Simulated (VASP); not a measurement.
A run of VASP 6.6.1:

File INCAR:

```
SYSTEM = KTaO3
PREC = Accurate
ENCUT = 520
EDIFF = 1E-6
ISMEAR = 0
SIGMA = 0.05
LREAL = .False.
LASPH = .True.
NELM = 100
ALGO = Normal
ISIF = 2
LWAVE = .False.
LCHARG = .False.
GGA = PS
NBANDS = 27
```

The input KPOINTS:

```
Automatic mesh
0
Gamma
  8 8 8
  0 0 0
```

The input POSCAR:

```
KTaO3
1.0
    3.9883000000      0.0000000000      0.0000000000
    0.0000000000      3.9883000000      0.0000000000
    0.0000000000      0.0000000000      3.9883000000
K Ta O
1 1 3
Direct
    0.5000000000      0.5000000000      0.5000000000
    0.0000000000      0.0000000000      0.0000000000
    0.5000000000      0.0000000000      0.0000000000
    0.0000000000      0.5000000000      0.0000000000
    0.0000000000      0.0000000000      0.5000000000
```

Potentials or basis: VASP PAW PBE potentials, release 64 (K_sv, Ta_pv, O).

Run with:

```console
$ cat potpaw_PBE.64/K_sv/POTCAR potpaw_PBE.64/Ta_pv/POTCAR potpaw_PBE.64/O/POTCAR > POTCAR
$ mpirun -np 1 vasp_std > vasp.out
```

Hardware: 1 thread of Intel(R) Xeon(R) Platinum 8375C CPU @ 2.90GHz (Ice Lake), on a shared host.

Q: Estimate the wall time of this run.

A: Run time: 76 s on 1 thread of Intel(R) Xeon(R) Platinum 8375C CPU @ 2.90GHz (Ice Lake) (shared host), peak memory 0.2 GiB. Counts: scf iterations 14, k points 35.
